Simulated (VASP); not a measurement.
# In3Se (P-3m1) in VASP: further runs

In3Se is run at these levels: PBE; tasks: single point.

All numbers are computed with VASP 6.6.1; they aren't measurements. Logs are shortened: lines on timing, memory, paths and dates and some standing lists are left out, and cuts for length are marked.

### Step 1. The cell of the first run

It takes space group P-3m1 (No. 164, trigonal). Conventional cell: a = 3.952 Å, b = 3.952 Å, c = 8.444 Å, α = 90.00°, β = 90.00°, γ = 120.00°. In (site symmetry -3m) has 12 In at 3.29 to 3.95 Å and 2 Se at 4.22 Å within 4.3 Å. In (site symmetry 3m) has 3 Se at 2.94 Å and 9 In at 3.29 to 3.95 Å within 4.0 Å. Within 4.0 Å of Se (site symmetry -3m) lie 6 In at 2.94 Å and 6 Se at 3.95 Å.

The cell was generated, and may not be a known phase.

### Step 2. Single point, PBE

Contents of INCAR:

```
  PREC = Accurate
  ENCUT = 520
  EDIFF = 1E-6
  ISMEAR = 0
  SIGMA = 0.1
  LREAL = F
  LASPH = T
  NELM = 60
  ALGO = Normal
  ISIF = 2
  LWAVE = F
  LCHARG = T
  GGA = PE
  LELF = T
  LVHAR = T
  NBANDS = 30
```

Contents of KPOINTS:

```
Automatic mesh
0
Gamma
  6 6 4
```

Contents of POSCAR:

```
In3Se
1.0
    3.9520875111      0.0000000026      0.0000000000
   -1.9760437578      3.4226081813      0.0000000000
    0.0000000000      0.0000000000      8.4442479296
In Se
3 1
Direct
    0.0000000000      0.0000000000      0.5000000000
    0.3333333333      0.6666666667      0.2191860072
    0.6666666667      0.3333333333      0.7808139928
    0.0000000000      0.0000000000      0.0000000000
```

Potentials or basis: VASP PAW PBE potentials, release 64 (In_d, Se).

On the command line:

```console
$ cat potpaw_PBE.64/In_d/POTCAR potpaw_PBE.64/Se/POTCAR > POTCAR
$ mpirun -np 1 vasp_std > vasp.out
```

OUTCAR:

```text
PREC = Accurate
   ENCUT = 520
   EDIFF = 1E-6
   ISMEAR = 0
   LREAL = F
   LASPH = T
   NELM = 60
   ISIF = 2
   GGA = PE

 ion  position               nearest neighbor table
   1  0.000  0.000  0.500-   2 3.29   3 3.29   3 3.29   2 3.29   3 3.29   2 3.29
   2  0.333  0.667  0.219-   4 2.94   4 2.94   4 2.94   1 3.29   1 3.29   1 3.29
   3  0.667  0.333  0.781-   4 2.94   4 2.94   4 2.94   1 3.29   1 3.29   1 3.29
   4  0.000  0.000  0.000-   2 2.94   3 2.94   3 2.94   2 2.94   3 2.94   2 2.94

  LATTYP: Found a hexagonal cell.
 ALAT       =     3.9520875111
 C/A-ratio  =     2.1366550983

  Lattice vectors:

 A1 = (   3.9520875111,   0.0000000026,   0.0000000000)
 A2 = (  -1.9760437578,   3.4226081813,   0.0000000000)
 A3 = (   0.0000000000,   0.0000000000,   8.4442479296)

Analysis of symmetry for initial positions (statically):
=====================================================================
 Subroutine PRICEL returns:
 Original cell was already a primitive cell.

 Routine SETGRP: Setting up the symmetry group for a
 hexagonal supercell.

 Subroutine GETGRP returns: Found 12 space group operations
 (whereof 12 operations were pure point group operations)
 out of a pool of 24 trial point group operations.

The static configuration has the point symmetry D_3d.

Analysis of symmetry for dynamics (positions and initial velocities):
=====================================================================
 Subroutine PRICEL returns:
 Original cell was already a primitive cell.

 Routine SETGRP: Setting up the symmetry group for a
 hexagonal supercell.

 Subroutine GETGRP returns: Found 12 space group operations
 (whereof 12 operations were pure point group operations)
 out of a pool of 24 trial point group operations.

The dynamic configuration has the point symmetry D_3d.

 Subroutine INISYM returns: Found 12 space group operations
 (whereof 12 operations are pure point group operations),
 and found     1 'primitive' translations

----------------------------------------------------------------------------------------

                                     Primitive cell

  volume of cell :     114.2207

  direct lattice vectors                    reciprocal lattice vectors
     3.952087511  0.000000003  0.000000000     0.253030834  0.146087420  0.000000000
    -1.976043758  3.422608181  0.000000000    -0.000000000  0.292174841  0.000000000
     0.000000000  0.000000000  8.444247930     0.000000000  0.000000000  0.118423809

  length of vectors
     3.952087511  3.952087511  8.444247930     0.292174841  0.292174841  0.118423809

  position of ions in fractional coordinates (direct lattice)
     0.000000000  0.000000000  0.500000000
     0.333333333  0.666666667  0.219186007
     0.666666667  0.333333333  0.780813993
     0.000000000  0.000000000  0.000000000

  ion indices of the primitive-cell ions
   primitive index   ion index
                 1           1
                 2           2
                 3           3
                 4           4

----------------------------------------------------------------------------------------

 KPOINTS: Automatic mesh

Automatic generation of k-mesh.
 Grid dimensions read from file:
 generate k-points for:    6    6    4

 Generating k-lattice:

  Cartesian coordinates                     Fractional coordinates (reciprocal lattice)
     0.042171806  0.024347903  0.000000000     0.166666667 -0.000000000  0.000000000
    -0.000000000  0.048695807  0.000000000     0.000000000  0.166666667  0.000000000
     0.000000000  0.000000000  0.029605952     0.000000000  0.000000000  0.250000000

  Length of vectors
     0.048695807  0.048695807  0.029605952

  Shift w.r.t. Gamma in fractional coordinates (k-lattice)
     0.000000000  0.000000000  0.000000000

 Subroutine IBZKPT returns following result:
 ===========================================

 Found     24 irreducible k-points:

 Following reciprocal coordinates:
            Coordinates               Weight
  0.000000  0.000000  0.000000      1.000000
  0.166667 -0.000000  0.000000      6.000000
  0.333333 -0.000000  0.000000      6.000000
  0.500000 -0.000000  0.000000      3.000000
  0.166667  0.166667  0.000000      6.000000
  0.333333  0.166667  0.000000     12.000000
[... 16 lines left out ...]
  0.333333  0.166667  0.500000     12.000000
  0.333333  0.333333  0.500000      2.000000
   k-points           NKPTS =     24   k-points in BZ     NKDIM =     24   number of bands    NBANDS=     30
   number of dos      NEDOS =    301   number of ions     NIONS =      4
   total plane-waves  NPLWV =  57600
   dimension x,y,z NGX =    30 NGY =   30 NGZ =   64
   dimension x,y,z NGXF=    60 NGYF=   60 NGZF=  128
   ions per type =               3   1
   NGX,Y,Z   is equivalent  to a cutoff of  12.62, 12.62, 12.60 a.u.
   NGXF,Y,Z  is equivalent  to a cutoff of  25.24, 25.24, 25.20 a.u.
 SYSTEM =  unknown system
   PREC   = accura    normal or accurate (medium, high low for compatibility)
   ISTART =      0    job   : 0-new  1-cont  2-samecut
   ICHARG =      2    charge: 1-file 2-atom 10-const
   ISPIN  =      1    spin polarized calculation?
   LNONCOLLINEAR =      F non collinear calculations
   LSORBIT =      F    spin-orbit coupling
   LASPH  =      T    aspherical Exc in radial PAW
   ENCUT  =  520.0 eV  38.22 Ry    6.18 a.u.   7.35  7.35 15.70*2*pi/ulx,y,z
   NELM   =     60;   NELMIN=  2; NELMDL= -5     # of ELM steps
   EDIFF  = 0.1E-05   stopping-criterion for ELM
   LREAL  =      F    real-space projection
   EDIFFG = 0.1E-04   stopping-criterion for IOM
   NSW    =      0    number of steps for IOM
   IBRION =     -1    ionic relax: 0-MD 1-quasi-New 2-CG
   NFREE  =      0    steps in history (QN), initial steepest desc. (CG)
   ISIF   =      2    stress and relaxation
   ISYM   =      2    0-nonsym 1-usesym 2-fastsym
   POTIM  = 0.5000    time-step for ionic-motion
   TEBEG  =    0.0;   TEEND  =   0.0 temperature during run
   PSTRESS=    0.0 pullay stress
   NELECT =      45.0000    total number of electrons
   NUPDOWN=      -1.0000    fix difference up-down
   EMIN   =  10.00;   EMAX   =-10.00  energy-range for DOS
   EFERMI =   0.00;   METHOD = LEGACY
   ISMEAR =     0;   SIGMA  =   0.10  broadening in eV -4-tet -1-fermi 0-gaus
   EFERMI_NEDOS =   21; number of points for ismear=-14 and -15
   IALGO  =     38    algorithm
   IMIX   =      4    mixing-type and parameters
     AMIX     =   0.40;   BMIX     =  1.00
     AMIX_MAG =   1.60;   BMIX_MAG =  1.00
  volume/ion in A,a.u.               =      28.56       192.70
  Fermi-wavevector in a.u.,A,eV,Ry     =   1.200137  2.267930 19.596858  1.440328
  Thomas-Fermi vector in A             =   2.335981
   LORBIT       =      0    0 simple, 1 ext, 2 COOP (PROOUT), +10 PAW based schemes
   GGA     = PE    functional components
   LHFCALC =     F    Hartree Fock is set to
   AEXX    =    0.0000 exact exchange contribution
   IVDW    =     0    specifies the selected vdW correction
   LEPSILON=     F    determine dielectric tensor
   LRPA    =     F    only Hartree local field effects (RPA)
 non-spin polarized calculation
 Gauss-broadening in eV      SIGMA  =   0.10
  energy-cutoff  :      520.00
  volume of cell :      114.22
 maximum number of plane-waves:      3116
 NGX is ok and might be reduce to    30
   NGX = 15   NGY = 15   NGZ = 31

 number of electron      44.9999994 magnetization

 Free energy of the ion-electron system (eV)
  ---------------------------------------------------
  ext. energy  EPLUGINS =         0.00000000
  ---------------------------------------------------
  free energy    TOTEN  =       -11.86144350 eV

  energy without entropy =      -11.84803938  energy(sigma->0) =      -11.85474144

 E-fermi :   5.7706     XC(G=0):  -9.5253

 val. band max:        5.5758618693   @ k =   0.0000   0.1667   0.2500
 cond. band min:       5.8007105238   @ k =   0.3333   0.1667   0.2500
 fundamental gap:      0.2248486545
 Fermi energy:         5.7706178547

 k-point     1 :       0.0000    0.0000    0.0000
  band No.  band energies     occupation
      1      -9.0090      2.00000
      2      -9.0090      2.00000
      3      -8.9403      2.00000
      4      -8.9324      2.00000
      5      -8.9324      2.00000
      6      -8.8886      2.00000
[... 22 lines left out ...]
     29      12.3262      0.00000
     30      12.3262      0.00000

 k-point     2 :       0.1667   -0.0000    0.0000
  band No.  band energies     occupation
      1      -9.0053      2.00000
      2      -9.0028      2.00000
      3      -8.9731      2.00000
      4      -8.9370      2.00000
      5      -8.9218      2.00000
      6      -8.9131      2.00000
[... 22 lines left out ...]
     29      10.6070      0.00000
     30      12.0758      0.00000

 k-point     3 :       0.3333   -0.0000    0.0000
  band No.  band energies     occupation
      1      -9.0901      2.00000
      2      -9.0016      2.00000
      3      -8.9960      2.00000
      4      -8.9347      2.00000
      5      -8.9175      2.00000
      6      -8.8790      2.00000
[... 22 lines left out ...]
     29      10.4113      0.00000
     30      11.7919      0.00000

 k-point     4 :       0.5000   -0.0000    0.0000
  band No.  band energies     occupation
      1      -9.1352      2.00000
      2      -9.0080      2.00000
      3      -8.9958      2.00000
      4      -8.9122      2.00000
      5      -8.9097      2.00000
      6      -8.8794      2.00000
[... 616 lines left out ...]
     29      10.5936      0.00000
     30      12.0044      0.00000

 k-point    23 :       0.3333    0.1667    0.5000
  band No.  band energies     occupation
      1      -9.1050      2.00000
      2      -9.0056      2.00000
      3      -8.9830      2.00000
      4      -8.9549      2.00000
      5      -8.9232      2.00000
      6      -8.8764      2.00000
[... 22 lines left out ...]
     29      10.7821      0.00000
     30      11.9819      0.00000

 k-point    24 :       0.3333    0.3333    0.5000
  band No.  band energies     occupation
      1      -9.1103      2.00000
      2      -8.9912      2.00000
      3      -8.9912      2.00000
      4      -8.9374      2.00000
      5      -8.8986      2.00000
      6      -8.8986      2.00000
[... 22 lines left out ...]
     29      11.7949      0.00000
     30      11.7949      0.00000

------------------------ aborting loop because EDIFF is reached ----------------------------------------

  FORCE on cell =-STRESS in cart. coord.  units (eV):
  Direction    XX          YY          ZZ          XY          YZ          ZX
  --------------------------------------------------------------------------------------
  -------------------------------------------------------------------------------------
  Total        0.0370567      0.0370567      0.1474695      0.0000000      0.0000000      0.0000000
  in kB        0.5197949      0.5197949      2.0685591      0.0000000      0.0000000      0.0000000
  external PRESSURE =       1.0360497 kB  Pullay stress =       0.0000000 kB

 VOLUME and BASIS-vectors are now :
 -----------------------------------------------------------------------------
  energy-cutoff  :      520.00
  volume of cell :      114.22
      direct lattice vectors                 reciprocal lattice vectors
     3.952087511  0.000000003  0.000000000     0.253030834  0.146087420  0.000000000
    -1.976043758  3.422608181  0.000000000    -0.000000000  0.292174841  0.000000000
     0.000000000  0.000000000  8.444247930     0.000000000  0.000000000  0.118423809

 POSITION                                       TOTAL-FORCE (eV/Angst)
 -----------------------------------------------------------------------------------
      0.00000      0.00000      4.22212        -0.000000      0.000000      0.000000
     -0.00000      2.28174      1.85086        -0.000000     -0.000000      0.023777
      1.97604      1.14087      6.59339         0.000000     -0.000000     -0.023777
      0.00000      0.00000      0.00000        -0.000000      0.000000      0.000000
 -----------------------------------------------------------------------------------
    total drift:                                0.000000     -0.000000      0.000000

  FREE ENERGIE OF THE ION-ELECTRON SYSTEM (eV)
  ---------------------------------------------------
  free  energy   TOTEN  =       -11.8614434982 eV

  energy  without entropy=      -11.8480393797  energy(sigma->0) =      -11.85474144
```

It took 85 s on 1 thread of Intel Xeon Platinum 8488C (Sapphire Rapids), shared host; peak memory 0.25 GiB.

What came out:

```yaml
Free_energy: -11.8614 eV
Pressure: 0.1 GPa
Largest_force: 0.024 eV/Å
Band_gap_on_the_k_mesh: zero (an odd number of electrons rules out a gap without spin polarisation)
```

Forces on the atoms (eV/Å):
```
In   0.000  0.000  0.000
In   0.000  0.000  0.024
In   0.000  0.000 -0.024
Se   0.000  0.000  0.000
```

Caveat: spin-orbit coupling is left out, which moves the levels of the heavy elements.

### Step 3. Single point, PBE

This run uses another cell than the first one, of 29.14 Å³/atom.

Contents of INCAR:

```
PREC = Accurate ; ENCUT = 520
EDIFF = 1E-6 ; ISMEAR = 0
SIGMA = 0.1 ; LREAL = False
LASPH = True ; NELM = 80
ALGO = Normal ; ISIF = 2
LWAVE = False ; LCHARG = False
GGA = PE ; NBANDS = 30
```

Contents of KPOINTS:

```
regular mesh
0
Gamma
  6 6 4
```

Contents of POSCAR:

```
In3Se
1.0
    4.3321983300      0.0000000000      0.0000000000
   -2.1660991700      3.7517938100      0.0000000000
    0.0000000000      0.0000000000      7.1712694100
In Se
3 1
Direct
    0.0000000000      0.0000000000      0.5000000000
    0.3333333300      0.6666666700      0.3765266700
    0.6666666700      0.3333333300      0.6234733300
    0.0000000000      0.0000000000      0.0000000000
```

Potentials or basis: VASP PAW PBE potentials, release 64 (In_d, Se).

On the command line:

```console
$ cat potpaw_PBE.64/In_d/POTCAR potpaw_PBE.64/Se/POTCAR > POTCAR
$ mpirun -np 1 vasp_std > vasp.out
```

It took 72 s on 1 thread of Intel Xeon Platinum 8488C (Sapphire Rapids), shared host; peak memory 0.25 GiB.

Results (log left out):

```yaml
Free_energy: -8.0149 eV
Pressure: 10.8 GPa
Largest_force: 3.346 eV/Å
Band_gap_on_the_k_mesh: zero (an odd number of electrons rules out a gap without spin polarisation)
```

Forces on the atoms (eV/Å):
```
In   0.000  0.000  0.000
In   0.000  0.000 -3.346
In   0.000  0.000  3.346
Se   0.000  0.000  0.000
```

Stress tensor (GPa, compression positive):
```
17.63  0.00  0.00
 0.00 17.63  0.00
 0.00  0.00 -2.84
```

Levels at points of the mesh, in eV from the Fermi level:
| k point | band 19 | band 20 | band 21 | band 22 | band 23 | band 24 | band 25 | band 26 | band 27 | band 28 |
| --- | --- | --- | --- | --- | --- | --- | --- | --- | --- | --- |
| (0.00, 0.00, 0.00) | -0.09 | -0.09 | 0.18 | 1.19 | 1.19 | 1.27 | 1.96 | 1.96 | 2.95 | 3.49 |
| (0.50, 0.00, 0.00) | -2.72 | -2.11 | -1.93 | -1.72 | -0.06 | 1.30 | 1.30 | 3.93 | 4.47 | 4.97 |
| (0.00, 0.00, 0.50) | -1.84 | 0.04 | 0.04 | 0.92 | 0.92 | 2.05 | 2.05 | 2.30 | 3.23 | 4.28 |
| (0.50, 0.00, 0.50) | -2.84 | -1.98 | -1.08 | -1.01 | -0.38 | -0.38 | 2.06 | 2.49 | 5.22 | 5.33 |

Caveat: the stress differs along the axes, from -3 to 18 GPa; spin-orbit coupling is left out, which moves the levels of the heavy elements; forces of over 1 eV/Å act on the atoms, so gaps and moduli don't describe the material at rest.

The gap in the log of VASP goes by the Fermi energy; the results here count the filled bands.